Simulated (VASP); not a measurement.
The system is CaB6.

```xyz
7
Lattice="4.1361 0.0000 0.0000 0.0000 4.1361 0.0000 0.0000 0.0000 4.1361" Properties=species:S:1:pos:R:3 pbc="T T T"
Ca    2.0680    2.0680    2.0680
B     0.0000    0.0000    1.2334
B     0.0000    0.0000    2.9027
B     1.2334    0.0000    0.0000
B     2.9027    0.0000    0.0000
B     0.0000    1.2334    0.0000
B     0.0000    2.9027    0.0000
```

Base run:

```yaml
Program: VASP 6.6.1
Functional: r2SCAN
Potentials_or_basis: VASP PAW PBE potentials, release 64 (Ca_sv, B)
Cutoff: 520 eV
k_mesh: 6 × 6 × 6
Occupations: fermi-dirac, width 0.02 eV
Spin: no spin polarisation
```

Its results: band gap on the k mesh 0.07 eV; pressure 0.3 GPa; largest force 0.024 eV/Å.

Task: The run is repeated on the same cell with these changes: functional from r2SCAN to PBE; further incar settings from ALGO = Normal; EDIFF = 1e-06; NBANDS = 23 to ALGO = Normal; EDIFF = 1e-07; NBANDS = 23. What comes out?

Result: Band gap on the k mesh 0.11 eV (least direct gap 0.15 eV); pressure 1.4 GPa; largest force 0.094 eV/Å.

Caveats: the PAW data sets were made with another functional, which shifts forces and pressure a little (at least some runs).

A k mesh can miss the band edges.
